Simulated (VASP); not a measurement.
# Be (I4_1/amd) in VASP: further runs

Be is run at these levels: PBEsol; tasks: single point, relaxation of cell and atoms.

Everything below comes from runs of VASP 6.6.1. Logs are shortened: lines on timing, memory, paths and dates and some standing lists are left out, and cuts for length are marked.

### 1 The cell of the first run

The structure is tetragonal, space group I4_1/amd (No. 141). Conventional cell: a = 3.325 Å, b = 3.325 Å, c = 1.812 Å, α = 90.00°, β = 90.00°, γ = 90.00°. Be (site symmetry -4m2) has 10 Be at 1.72 to 2.15 Å within 2.3 Å.

### 2 Single point, PBEsol

Contents of INCAR:

```
PREC = Accurate
ENCUT = 520
EDIFF = 1E-7
ISMEAR = -1
SIGMA = 0.05
LREAL = F
LASPH = T
NELM = 60
ALGO = Normal
ISIF = 2
LWAVE = F
LCHARG = T
GGA = PS
LELF = T
LVHAR = T
NBANDS = 9
```

Contents of KPOINTS:

```
Automatic mesh
0
Gamma
  24 24 24
```

Contents of POSCAR:

```
Be
1.0
   -1.6626816877      1.6626816877      0.9060099144
    1.6626816877     -1.6626816877      0.9060099144
    1.6626816877      1.6626816877     -0.9060099144
Be
2
Direct
   -0.3750000000     -0.1250000000     -0.2500000000
    0.3750000000      0.1250000000      0.2500000000
```

Potentials or basis: VASP PAW PBE potentials, release 64 (Be).

Command:

```sh
$ cat potpaw_PBE.64/Be/POTCAR > POTCAR
$ mpirun -np 1 vasp_std > vasp.out
```

OUTCAR:

```text
PREC = Accurate
   ENCUT = 520
   EDIFF = 1E-7
   ISMEAR = -1
   LREAL = F
   LASPH = T
   NELM = 60
   ISIF = 2
   GGA = PS

 ion  position               nearest neighbor table
   1  0.625  0.875  0.750-   2 1.72   2 1.72   2 1.72   2 1.72   2 2.15   2 2.15   2 2.15   2 2.15

   2  0.375  0.125  0.250-   1 1.72   1 1.72   1 1.72   1 1.72   1 2.15   1 2.15   1 2.15   1 2.15

  LATTYP: Found a body centered tetragonal cell.
 ALAT       =     3.3253633754
 C/A-ratio  =     0.5449088187

  Lattice vectors:

 A1 = (  -1.6626816877,   1.6626816877,   0.9060099144)
 A2 = (   1.6626816877,  -1.6626816877,   0.9060099144)
 A3 = (   1.6626816877,   1.6626816877,  -0.9060099144)

Analysis of symmetry for initial positions (statically):
=====================================================================
 Subroutine PRICEL returns:
 Original cell was already a primitive cell.

 Routine SETGRP: Setting up the symmetry group for a
 body centered tetragonal supercell.

 Subroutine GETGRP returns: Found 16 space group operations
 (whereof  4 operations were pure point group operations)
 out of a pool of 16 trial point group operations.

The static configuration has the point symmetry C_2h.
 The point group associated with its full space group is D_4h.

Analysis of symmetry for dynamics (positions and initial velocities):
=====================================================================
 Subroutine PRICEL returns:
 Original cell was already a primitive cell.

 Routine SETGRP: Setting up the symmetry group for a
 body centered tetragonal supercell.

 Subroutine GETGRP returns: Found 16 space group operations
 (whereof  4 operations were pure point group operations)
 out of a pool of 16 trial point group operations.

The dynamic configuration has the point symmetry C_2h.
 The point group associated with its full space group is D_4h.

 Subroutine INISYM returns: Found 16 space group operations
 (whereof  4 operations are pure point group operations),
 and found     1 'primitive' translations

----------------------------------------------------------------------------------------

                                     Primitive cell

  volume of cell :      10.0187

  direct lattice vectors                    reciprocal lattice vectors
    -1.662681688  1.662681688  0.906009914     0.000000000  0.300719015  0.551870341
     1.662681688 -1.662681688  0.906009914     0.300719015  0.000000000  0.551870341
     1.662681688  1.662681688 -0.906009914     0.300719015  0.300719015  0.000000000

  length of vectors
     2.519895782  2.519895782  2.519895782     0.628484526  0.628484526  0.425280910

  position of ions in fractional coordinates (direct lattice)
     0.625000000  0.875000000  0.750000000
     0.375000000  0.125000000  0.250000000

  ion indices of the primitive-cell ions
   primitive index   ion index
                 1           1
                 2           2

----------------------------------------------------------------------------------------

 KPOINTS: Automatic mesh

Automatic generation of k-mesh.
 Grid dimensions read from file:
 generate k-points for:   24   24   24

 Generating k-lattice:

  Cartesian coordinates                     Fractional coordinates (reciprocal lattice)
     0.000000000  0.012529959  0.022994598     0.041666667  0.000000000  0.000000000
     0.012529959  0.000000000  0.022994598     0.000000000  0.041666667  0.000000000
     0.012529959  0.012529959  0.000000000     0.000000000  0.000000000  0.041666667

  Length of vectors
     0.026186855  0.026186855  0.017720038

  Shift w.r.t. Gamma in fractional coordinates (k-lattice)
     0.000000000  0.000000000  0.000000000

 Subroutine IBZKPT returns following result:
 ===========================================

 Found   1063 irreducible k-points:

 Following reciprocal coordinates:
            Coordinates               Weight
  0.000000  0.000000  0.000000      1.000000
  0.041667 -0.000000  0.000000      8.000000
  0.083333 -0.000000  0.000000      8.000000
  0.125000 -0.000000  0.000000      8.000000
  0.166667 -0.000000  0.000000      8.000000
  0.208333  0.000000  0.000000      8.000000
[... 16 lines left out ...]
  0.416667  0.041667  0.000000     16.000000
  0.458333  0.041667  0.000000     16.000000
 [... further k-points ...]
   k-points           NKPTS =   1063   k-points in BZ     NKDIM =   1063   number of bands    NBANDS=      9
   number of dos      NEDOS =    301   number of ions     NIONS =      2
   total plane-waves  NPLWV =   8000
   dimension x,y,z NGX =    20 NGY =   20 NGZ =   20
   dimension x,y,z NGXF=    40 NGYF=   40 NGZF=   40
   ions per type =               2
   NGX,Y,Z   is equivalent  to a cutoff of  13.19, 13.19, 13.19 a.u.
   NGXF,Y,Z  is equivalent  to a cutoff of  26.39, 26.39, 26.39 a.u.
 SYSTEM =  unknown system
   PREC   = accura    normal or accurate (medium, high low for compatibility)
   ISTART =      0    job   : 0-new  1-cont  2-samecut
[... 30 lines left out ...]
  Thomas-Fermi vector in A             =   2.341169
   LORBIT       =      0    0 simple, 1 ext, 2 COOP (PROOUT), +10 PAW based schemes
   GGA     = PS    functional components
   LHFCALC =     F    Hartree Fock is set to
   AEXX    =    0.0000 exact exchange contribution
   IVDW    =     0    specifies the selected vdW correction
   LEPSILON=     F    determine dielectric tensor
   LRPA    =     F    only Hartree local field effects (RPA)
 non-spin polarized calculation
  energy-cutoff  :      520.00
  volume of cell :       10.02
 maximum number of plane-waves:       285
   NGX =  9   NGY =  9   NGZ =  9

 number of electron       4.0000000 magnetization

 Free energy of the ion-electron system (eV)
  ---------------------------------------------------
  ext. energy  EPLUGINS =         0.00000000
  ---------------------------------------------------
  free energy    TOTEN  =        -4.07838563 eV

  energy without entropy =       -4.07509717  energy(sigma->0) =       -4.07674140

 E-fermi :  12.5500     XC(G=0): -12.2147

 val. band max:       12.5381155369   @ k =  -0.3750   0.5000   0.3333
 cond. band min:      12.5528055998   @ k =  -0.2917  -0.4167   0.1667
 fundamental gap:      0.0146900629
 Fermi energy:        12.5499610295

 k-point     1 :       0.0000    0.0000    0.0000
  band No.  band energies     occupation
      1      -2.3778      2.00000
      2      13.4125      0.00000
      3      13.4125      0.00000
      4      20.8737      0.00000
      5      28.7457      0.00000
      6      35.9255      0.00000
      7      35.9255      0.00000
      8      37.4028      0.00000
      9      37.6021      0.00000

 k-point     2 :       0.0417   -0.0000    0.0000
  band No.  band energies     occupation
      1      -2.3169      2.00000
      2      13.3416      0.00000
      3      13.4788      0.00000
      4      21.1414      0.00000
      5      28.3441      0.00000
      6      35.5122      0.00000
      7      35.8998      0.00000
      8      36.9289      0.00000
      9      37.8741      0.00000

 k-point     3 :       0.0833   -0.0000    0.0000
  band No.  band energies     occupation
      1      -2.1339      2.00000
      2      13.1682      0.00001
      3      13.6716      0.00000
      4      21.9037      0.00000
      5      27.3165      0.00000
      6      34.4936      0.00000
      7      35.4256      0.00000
      8      35.7470      0.00000
      9      38.8852      0.00000

 k-point     4 :       0.1250   -0.0000    0.0000
  band No.  band energies     occupation
      1      -1.8278      2.00000
      2      12.9750      0.00041
      3      13.9719      0.00000
      4      23.0711      0.00000
      5      25.9532      0.00000
      6      32.7801      0.00000
      7      33.9746      0.00000
      8      35.2036      0.00000
      9      39.9907      0.00000
[... 205 lines left out ...]
 k-point    22 :       0.3750    0.0417    0.0000
  band No.  band energies     occupation
      1       3.3707      2.00000
      2      12.5358      1.14115
      3      15.0301      0.00000
      4      17.0251      0.00000
      5      21.8013      0.00000
      6      23.5621      0.00000
      7      30.5967      0.00000
      8      37.4292      0.00000
      9      38.0367      0.00000

 k-point    23 :       0.4167    0.0417    0.0000
  band No.  band energies     occupation
      1       4.3287      2.00000
      2      11.2206      2.00000
      3      15.3397      0.00000
      4      16.7511      0.00000
      5      20.9747      0.00000
      6      23.2438      0.00000
      7      31.5630      0.00000
      8      37.5054      0.00000
      9      38.1853      0.00000

 k-point    24 :       0.4583    0.0417    0.0000
  band No.  band energies     occupation
      1       4.9004      2.00000
      2      10.4497      2.00000
      3      15.2874      0.00000
      4      16.6389      0.00000
      5      20.8030      0.00000
      6      23.1041      0.00000
      7      32.4625      0.00000
      8      37.1367      0.00000
      9      37.7015      0.00000

 [... further k-points ...]

------------------------ aborting loop because EDIFF is reached ----------------------------------------

  FORCE on cell =-STRESS in cart. coord.  units (eV):
  Direction    XX          YY          ZZ          XY          YZ          ZX
  --------------------------------------------------------------------------------------
  -------------------------------------------------------------------------------------
  Total        8.8317746      8.8317746      8.8551740      0.0000000      0.0000000      0.0000000
  in kB     1412.3664463   1412.3664463   1416.1084398      0.0000000      0.0000000      0.0000000
  external PRESSURE =    1413.6137775 kB  Pullay stress =       0.0000000 kB

 VOLUME and BASIS-vectors are now :
 -----------------------------------------------------------------------------
  energy-cutoff  :      520.00
  volume of cell :       10.02
      direct lattice vectors                 reciprocal lattice vectors
    -1.662681688  1.662681688  0.906009914     0.000000000  0.300719015  0.551870341
     1.662681688 -1.662681688  0.906009914     0.300719015  0.000000000  0.551870341
     1.662681688  1.662681688 -0.906009914     0.300719015  0.300719015  0.000000000

 POSITION                                       TOTAL-FORCE (eV/Angst)
 -----------------------------------------------------------------------------------
      1.66268      0.83134      0.67951        -0.000000     -0.000000      0.000000
      0.00000      0.83134      0.22650         0.000000      0.000000     -0.000000
 -----------------------------------------------------------------------------------
    total drift:                                0.000000     -0.000000      0.000000

  FREE ENERGIE OF THE ION-ELECTRON SYSTEM (eV)
  ---------------------------------------------------
  free  energy   TOTEN  =        -4.0783856281 eV

  energy  without entropy=       -4.0750971734  energy(sigma->0) =       -4.07674140
```

Run time: 2.4 min. Hardware: 1 thread of Intel Xeon 8259CL, shared host; peak memory 0.19 GiB.

What came out:

| Item | Value |
| --- | --- |
| Free energy | -4.0784 eV |
| Pressure | 141.4 GPa |
| Band gap on the k mesh | zero (bands 2 and 3 overlap by 8.62 eV) |

Stress tensor (GPa, compression positive):
```
141.24   0.00   0.00
  0.00 141.24   0.00
  0.00   0.00 141.61
```

Levels at points of the mesh, in eV from the Fermi level:
```tsv
k point	band 1	band 2	band 3	band 4	band 5	band 6
(0.00, 0.00, 0.00)	-14.93	0.86	0.86	8.32	16.20	23.38
(0.50, 0.00, 0.00)	-7.65	-2.12	2.79	4.26	7.94	10.53
(0.50, 0.50, 0.00)	-10.65	-10.65	7.38	7.38	16.92	16.92
(0.50, 0.50, 0.50)	-9.28	-9.28	-0.07	-0.07	20.30	20.30
```

Caveat: the cell stands under pressure; the PAW data sets were made with another functional, which shifts forces and pressure a little.

### 3 Single point, PBEsol

Contents of INCAR:

```
ALGO = Normal
EDIFF = 1E-6
ENCUT = 520
GGA = PS
ISIF = 2
ISMEAR = -1
LASPH = True
LCHARG = False
LREAL = False
LWAVE = False
NBANDS = 9
NELM = 80
PREC = Accurate
SIGMA = 0.05
```

Contents of KPOINTS:

```
k-points
0
Gamma
  24 24 24
```

Contents of POSCAR:

```
Be
1.0
   -1.6618806252      1.6618806252      0.9057083922
    1.6618806252     -1.6618806252      0.9057083922
    1.6618806252      1.6618806252     -0.9057083922
Be
2
Direct
   -0.3750000000     -0.1250000000     -0.2500000000
    0.3750000000      0.1250000000      0.2500000000
```

Potentials or basis: VASP PAW PBE potentials, release 64 (Be).

Command:

```sh
$ cat potpaw_PBE.64/Be/POTCAR > POTCAR
$ mpirun -np 1 vasp_std > vasp.out
```

It took 98 s on 1 thread of Intel Xeon 8259CL, shared host; peak memory 0.2 GiB.

The run converged. Its results:

| Item | Value |
| --- | --- |
| Free energy | -4.0669 eV |
| Pressure | 141.9 GPa |
| Band gap on the k mesh | zero (bands 2 and 3 overlap by 8.63 eV) |

Stress tensor (GPa, compression positive):
```
141.81   0.00   0.00
  0.00 141.81   0.00
  0.00   0.00 142.20
```

Levels at points of the mesh, in eV from the Fermi level:
| k point | band 1 | band 2 | band 3 | band 4 | band 5 |
| --- | --- | --- | --- | --- | --- |
| (0.00, 0.00, 0.00) | -14.94 | 0.86 | 0.86 | 8.33 | 16.22 |
| (0.50, 0.00, 0.00) | -7.66 | -2.13 | 2.79 | 4.26 | 7.94 |
| (0.50, 0.50, 0.00) | -10.65 | -10.65 | 7.39 | 7.39 | 16.94 |
| (0.50, 0.50, 0.50) | -9.29 | -9.29 | -0.07 | -0.07 | 20.31 |

Caveat: the cell stands under pressure; the PAW data sets were made with another functional, which shifts forces and pressure a little.

### 4 Relaxation of cell and atoms, PBEsol, target pressure 140 GPa, at which the enthalpy is minimised

This run uses another cell than the first one, of 4.77 Å³/atom.

Contents of INCAR:

```
ALGO = Normal
EDIFF = 1E-7
EDIFFG = -0.005
ENCUT = 600
GGA = PS
IBRION = 2
ISIF = 3
ISMEAR = -1
LASPH = T
LCHARG = F
LREAL = F
LWAVE = F
NELM = 80
NSW = 60
PREC = Accurate
PSTRESS = 1400.0
SIGMA = 0.05
```

KPOINTS is that of step 3.

Contents of POSCAR:

```
Be
1.0
   -1.6307706138      1.6307706138      0.8969238376
    1.6307706138     -1.6307706138      0.8969238376
    1.6307706138      1.6307706138     -0.8969238376
Be
2
Direct
   -0.3750000000     -0.1250000000     -0.2500000000
    0.3750000000      0.1250000000      0.2500000000
```

Command:

```sh
$ cat potpaw_PBE.64/Be/POTCAR > POTCAR
$ mpirun -np 1 vasp_std > vasp.out
```

Wall time 4.2 min (1 thread of Intel Xeon 8259CL, shared host); peak memory 0.19 GiB.

It converged, with:

```
Free energy                                                : -4.1047 eV
Relaxed volume                                             : 5.02 Å³/atom
Relaxed cell                                               : a = 2.522 Å, b = 2.522 Å, c = 2.522 Å, α = 97.43°, β = 97.43°, γ = 137.85°
Space group after relaxing (to 0.1 Å)                      : I4_1/amd (No. 141)
Energy change on relaxing (the run minimises the enthalpy) : -241.0 meV/atom
Ionic steps                                                : 8
Pressure after relaxing                                    : 140.0 GPa
Band gap on the k mesh                                     : zero (bands 2 and 3 overlap by 8.60 eV)
```

Step by step:
```csv
step,energy change (eV),largest force (eV/Å),pressure (GPa),volume (Å³)
1,0.0000,0.0000,164.80,9.54
2,-0.9213,0.0000,117.37,10.60
3,-0.4824,0.0000,139.57,10.05
4,-0.4734,0.0000,140.03,10.04
5,-0.4734,0.0000,140.49,10.04
6,-0.4735,0.0000,140.43,10.04
7,-0.4886,0.0000,139.68,10.06
8,-0.4819,0.0000,140.01,10.05
```

Final structure:
```
Be
1.0
    -1.66431    1.66431    0.90694
     1.66431   -1.66431    0.90694
     1.66431    1.66431   -0.90694
Be
2
Cartesian
  1.6643 0.8322 0.6802
  0.0000 0.8322 0.2267
```

Levels at points of the mesh, in eV from the Fermi level:
| k point | band 1 | band 2 | band 3 | band 4 | band 5 |
| --- | --- | --- | --- | --- | --- |
| (0.00, 0.00, 0.00) | -14.91 | 0.87 | 0.87 | 8.32 | 16.15 |
| (0.50, 0.00, 0.00) | -7.63 | -2.12 | 2.79 | 4.25 | 7.94 |
| (0.50, 0.50, 0.00) | -10.63 | -10.63 | 7.37 | 7.37 | 16.89 |
| (0.50, 0.50, 0.50) | -9.26 | -9.26 | -0.08 | -0.08 | 20.26 |

Caveat: the cell is relaxed towards a set pressure, so the run minimises the enthalpy, not the energy; the PAW data sets were made with another functional, which shifts forces and pressure a little.

### 5 Relaxation of cell and atoms, PBEsol, target pressure 140 GPa, at which the enthalpy is minimised

Contents of INCAR:

```
SYSTEM = Be
ALGO = Normal ; EDIFF = 1E-6
EDIFFG = -0.005 ; ENCUT = 600
GGA = PS ; IBRION = 2
ISIF = 3 ; ISMEAR = -1
LASPH = .TRUE. ; LCHARG = .FALSE.
LREAL = .FALSE. ; LWAVE = .FALSE.
NELM = 80 ; NSW = 32
PREC = Accurate ; PSTRESS = 1400.0
SIGMA = 0.05
```

Contents of KPOINTS:

```
k-points
0
G
  24 24 24
  0 0 0
```

Contents of POSCAR:

```
Be
1.0
   -1.6626816877      1.6626816877      0.9060099144
    1.6626816877     -1.6626816877      0.9060099144
    1.6626816877      1.6626816877     -0.9060099144
Be
2
Direct
   -0.3750000000     -0.1250000000     -0.2500000000
    0.3750000000      0.1250000000      0.2500000000
```

Command:

```sh
$ cat potpaw_PBE.64/Be/POTCAR > POTCAR
$ mpirun -np 1 vasp_std > vasp.out
```

Run time: 1.8 min. Hardware: 1 thread of Intel Xeon 8259CL, shared host; peak memory 0.19 GiB.

The run converged. Its results:

```
Free energy                                                : -4.1043 eV
Relaxed volume                                             : 5.02 Å³/atom
Relaxed cell                                               : a = 2.522 Å, b = 2.522 Å, c = 2.522 Å, α = 97.43°, β = 97.43°, γ = 137.85°
Space group after relaxing (to 0.1 Å)                      : I4_1/amd (No. 141)
Energy change on relaxing (the run minimises the enthalpy) : -12.9 meV/atom
Ionic steps                                                : 3
Pressure after relaxing                                    : 140.0 GPa
Band gap on the k mesh                                     : zero (bands 2 and 3 overlap by 8.60 eV)
```

Stress tensor (GPa, compression positive):
```
140.07   0.00   0.00
  0.00 140.07   0.00
  0.00   0.00 139.89
```

Step by step:
```
step  energy change (eV)  largest force (eV/Å)  pressure (GPa)  volume (Å³)
   1              0.0000                0.0000          141.35        10.02
   2             -0.0536                0.0000          138.56        10.08
   3             -0.0258                0.0000          140.01        10.05
```

Final structure:
```
CELL_PARAMETERS angstrom
-1.66416 1.66416 0.90706
1.66416 -1.66416 0.90706
1.66416 1.66416 -0.90706
ATOMIC_POSITIONS crystal
Be 0.62500 0.87500 0.75000
Be 0.37500 0.12500 0.25000
```

Levels at points of the mesh, in eV from the Fermi level:
```tsv
k point	band 1	band 2	band 3	band 4	band 5	band 6
(0.00, 0.00, 0.00)	-14.91	0.87	0.87	8.32	16.16	23.33
(0.50, 0.00, 0.00)	-7.63	-2.12	2.79	4.24	7.93	10.51
(0.50, 0.50, 0.00)	-10.63	-10.63	7.37	7.37	16.89	16.89
(0.50, 0.50, 0.50)	-9.26	-9.26	-0.08	-0.08	20.25	20.25
```

Caveat: the cell is relaxed towards a set pressure, so the run minimises the enthalpy, not the energy; the PAW data sets were made with another functional, which shifts forces and pressure a little.

### 6 Overview

```csv
task,cell,cutoff (eV),gap on the mesh (eV),pressure (GPa)
single point,"a = 2.520 Å, angles 97.4, 97.4, 137.9°, 2 atoms",520,none,141.4
single point,"a = 2.519 Å, angles 97.4, 97.4, 137.9°, 2 atoms",520,none,141.9
relaxation of cell and atoms,"relaxed to 140 GPa from a = 2.475 Å, angles 97.5, 97.5, 137.5°, 2 atoms",600,none,140.0
relaxation of cell and atoms,"relaxed to 140 GPa from a = 2.520 Å, angles 97.4, 97.4, 137.9°, 2 atoms",600,none,140.0
```

Alike in all rows: level PBEsol; potentials or basis VASP PAW PBE potentials, release 64 (Be); no spin polarisation; k mesh 24 × 24 × 24; smearing fermi-dirac 0.05 eV.

Caveats: the PAW data sets were made with another functional, which shifts forces and pressure a little; the cell stands under pressure (at least some runs); the cell is relaxed towards a set pressure, so the run minimises the enthalpy, not the energy (at least some runs).

Absolute energies hang on the potentials; compare differences alone.
